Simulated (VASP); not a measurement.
Set up this calculation in VASP 6.6.1, as the native input.

| Quantity | Value |
| --- | --- |
| Task | single point |
| Functional | PBE |
| Potentials or basis | VASP PAW PBE potentials, release 64 (Co, O) |
| Cutoff | 520 eV |
| k mesh | 12 × 12 × 12 |
| Occupations | gaussian, width 0.02 eV |
| Spin | collinear spin, ferromagnetic start |
| Starting moments | [2.88, 0.24] μB |
| Hubbard terms | Co d U = 3.32 eV |
| Dipole correction | no |
| Further INCAR settings | ALGO = Normal; EDIFF = 1e-07; NBANDS = 18 |

The structure of CoO lies in POSCAR:

```
CoO
1.0
    1.5470929170      0.8932145121      2.4898077390
   -1.5470929170      0.8932145121      2.4898077390
    0.0000000000     -1.7864290242      2.4898077390
Co O
1 1
Direct
    0.0000000000      0.0000000000      0.0000000000
    0.5000000000      0.5000000000      0.5000000000
```

This cell differs from its parent crystal: volume scaled by 1.02, then relaxed in part.

One way to write it, as run:

INCAR

```
PREC = Accurate
ENCUT = 520
EDIFF = 1E-7
ISMEAR = 0
SIGMA = 0.02
LREAL = F
LASPH = T
NELM = 150
ALGO = Normal
ISIF = 2
LWAVE = F
LCHARG = F
ISPIN = 2
MAGMOM = 2.88 0.24
LORBIT = 11
LMAXMIX = 4
LDAU = T
LDAUTYPE = 2
LDAUL = 2 -1
LDAUU = 3.32 0
LDAUJ = 0 0
LDAUPRINT = 1
GGA = PE
NBANDS = 18
```

KPOINTS

```
regular mesh
0
Gamma
  12 12 12
```

Potentials or basis: VASP PAW PBE potentials, release 64 (Co, O).

Launch:

```sh
$ cat potpaw_PBE.64/Co/POTCAR potpaw_PBE.64/O/POTCAR > POTCAR
$ mpirun -np 1 vasp_std > vasp.out
```

Results of the run:

The pressure is -10.2 GPa and the band gap on the k mesh is zero (filled and empty bands overlap). The net moment is 3.00 μB per cell, the site moments are Co +2.73; O +0.24 μB and the valence electrons inside the program's atomic spheres are Co 7.70; O 4.97.

Caveat: a cell with one magnetic atom can't hold antiferromagnetic order, which such compounds often take.

It took 86 s on 1 thread of Intel(R) Xeon(R) Platinum 8488C (Sapphire Rapids) (shared host), peak memory 0.23 GiB.
